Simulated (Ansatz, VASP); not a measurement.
One calculation of Y, two programs

The input POSCAR:

```
Y
1.0
   -0.5385346881      2.2469895608      2.2469895608
    2.2469895608     -0.5385346881      2.2469895608
    2.2469895608      2.2469895608     -0.5385346881
Y
1
Direct
    0.0000000000      0.0000000000      0.0000000000
```

File INCAR.step1:

```
ALGO = Normal
EDIFF = 1E-4
ENCUT = 520
GGA = PE
ISMEAR = 0
LASPH = T
LCHARG = F
LREAL = F
LWAVE = T
NBANDS = 12
NELM = 60
PREC = Accurate
SIGMA = 0.15
```

INCAR.step2

```
ALGO = Normal
EDIFF = 1E-6
ENCUT = 520
ISIF = 2
ISMEAR = 0
ISTART = 1
LASPH = T
LCHARG = T
LELF = T
LMIXTAU = T
LREAL = F
LVHAR = T
LWAVE = F
METAGGA = R2SCAN
NBANDS = 12
NELM = 60
PREC = Accurate
SIGMA = 0.15
```

KPOINTS

```
k-points
0
Gamma
  18 18 18
```

Input for Ansatz:

```yaml
crystal:
  lattice:
    - [-0.5385346881, 2.2469895608, 2.2469895608]
    - [2.2469895608, -0.5385346881, 2.2469895608]
    - [2.2469895608, 2.2469895608, -0.5385346881]
  atoms:
    - { symbol: "Y", position: [0.0, 0.0, 0.0] }
basis:
  ecutwfc: 500
kpoints:
  mp_grid: { grid: [18, 18, 18] }
hamiltonian:
  xc: r2scan
scf:
  occupations: { method: gaussian, width: 0.15 }
output:
  forces: true
  stress: true
  eigenvalues: true
```

Alike in both runs: task single point; functional r2SCAN; k mesh 18 × 18 × 18; occupations gaussian, width 0.15 eV; no spin polarisation.

|  | VASP | Ansatz |
| --- | --- | --- |
| version | VASP 6.6.1 | Ansatz 0.2.0 |
| potentials or method | VASP PAW PBE potentials, release 64 (Y_sv), cutoff 520 eV | scalar-relativistic, plane waves, PAW |
| valence electrons in the cell | 11 | 11 |

```tsv
	VASP	Ansatz	Ansatz less VASP
gap on the k mesh at the Fermi level (eV)	none	none	-
pressure (GPa)	4.6	4.4	-0.15
traceless stress, the component that is largest in VASP (GPa)	5.71	5.70	-0.018
```

VASP's potentials were made for PBE, not for r2SCAN. A gap of «none» marks a metal or a gap that the smearing closes.
